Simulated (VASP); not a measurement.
HfSi2B4: relaxation of cell and atoms with PBE

HfSi2B4:

```
Hf Si B
1.0
     3.05199    0.00000    0.00000
     0.00000    4.53625    0.00000
     0.00000    0.00000    5.90972
Hf Si B
1 2 4
Direct
  0.50000 0.00000 0.00000
  0.50000 0.27239 0.50000
  0.50000 0.72761 0.50000
  0.00000 0.33087 0.23958
  0.00000 0.66913 0.23958
  0.00000 0.66913 0.76042
  0.00000 0.33087 0.76042
```

The cell was built from a structure type or drawn by symmetry, and may not be a known phase.

```yaml
Program: VASP 6.6.1
Task: relaxation of cell and atoms
Functional: PBE
Potentials_or_basis: VASP PAW PBE potentials, release 64 (Hf_pv, Si, B)
Cutoff: 600 eV
k_mesh: 5 × 4 × 3
Occupations: gaussian, width 0.2 eV
Spin: no spin polarisation
Dipole_correction: no
Further_INCAR_settings: ALGO = Normal; EDIFF = 1e-06; IBRION = 2; EDIFFG = -0.08; NSW = 36; ISIF = 3
```

```
Relaxed volume                        : 11.00 Å³/atom
Relaxed cell                          : a = 3.137 Å, b = 5.300 Å, c = 4.631 Å, α = 90.00°, β = 90.00°, γ = 90.00°
Space group after relaxing (to 0.1 Å) : Pmmm (No. 47)
Energy gained by relaxing             : 665.5 meV/atom
Ionic steps                           : 25
Pressure after relaxing               : -0.1 GPa
Largest force after relaxing          : 0.075 eV/Å
Band gap on the k mesh                : zero (bands 15 and 16 overlap by 1.04 eV)
```

Forces in eV/Å, atoms in the order of the input:
```
Hf   0.000  0.000  0.000
Si   0.000  0.071  0.000
Si   0.000 -0.071  0.000
B    0.000  0.018 -0.073
B    0.000 -0.018 -0.073
B    0.000 -0.018  0.073
B    0.000  0.018  0.073
```

Stress tensor (GPa, compression positive):
```
 0.38  0.00  0.00
 0.00 -0.15  0.00
 0.00  0.00 -0.46
```

The path:
```
step  energy change (eV)  largest force (eV/Å)  pressure (GPa)  volume (Å³)
   1              0.0000                4.8102            8.95        81.82
   2             -0.4838                2.1496          -10.30        89.00
   3             -1.2318                1.1955           -5.94        85.10
   4             -1.2479                1.0466           -5.37        84.85
   5             -1.2538                0.8381           -4.60        84.55
   6             -1.8474                0.6463           -0.26        81.37
   7             -3.3135                1.8608           25.07        70.72
   8             -3.1616                1.1534            9.66        75.44
   9             -3.4499                1.5952           17.56        72.69
  10             -3.6162                1.5766           17.09        72.79
  11             -3.6517                1.5556           17.38        72.86
  12             -3.6825                1.5666           17.11        72.85
  13             -3.8551                1.4551           12.86        74.05
  14             -4.1657                1.2091            1.75        77.71
  15             -4.0096                0.9985          -14.20        85.39
  16             -4.2211                1.1026           -4.63        80.30
  17             -4.2891                1.0354           -4.57        80.10
  18             -4.4655                0.7797           -4.18        79.51
  19             -4.6075                0.4775           -1.89        78.34
  20             -4.6106                0.3981           -2.44        78.53
  21             -4.6425                0.3249           -0.48        77.44
  22             -4.6485                0.2816            0.90        76.74
  23             -4.6554                0.1542            0.18        76.91
  24             -4.6561                0.1304           -0.11        76.99
  25             -4.6586                0.0750           -0.08        76.99
```

Final structure:
```yaml
crystal:
  lattice:
    - [3.13656, 0.00000, 0.00000]
    - [0.00000, 5.29976, 0.00000]
    - [0.00000, 0.00000, 4.63128]
  atoms:
    - { symbol: Hf, position: [0.50000, 0.00000, 0.00000] }
    - { symbol: Si, position: [0.50000, 0.24666, 0.50000] }
    - { symbol: Si, position: [0.50000, 0.75334, 0.50000] }
    - { symbol: B, position: [0.00000, 0.33447, 0.19193] }
    - { symbol: B, position: [0.00000, 0.66553, 0.19193] }
    - { symbol: B, position: [0.00000, 0.66553, 0.80807] }
    - { symbol: B, position: [0.00000, 0.33447, 0.80807] }
```

Levels at points of the mesh, in eV from the Fermi level:
| k point | band 13 | band 14 | band 15 | band 16 | band 17 | band 18 |
| --- | --- | --- | --- | --- | --- | --- |
| (0.00, 0.00, 0.00) | -1.27 | -0.50 | 0.39 | 1.17 | 3.08 | 5.10 |
| (0.00, 0.50, 0.00) | -1.43 | -0.48 | 0.46 | 2.05 | 2.52 | 2.56 |

Run time: 6.1 min on 1 thread of AMD EPYC 7R43 64-Core Processor (Zen 3), on a shared host, peak memory 0.19 GiB.

Caveat: the k points lie up to 0.45 Å⁻¹ apart in the final cell, too coarse for converged energies and pressures of a metal; a cell axis changed by over 15 % at a fixed basis, so the end point is rough; spin-orbit coupling is left out, which moves the levels of the heavy elements; the relaxation stopped at a loose force limit of 0.08 eV/Å, so its end isn't a converged minimum.
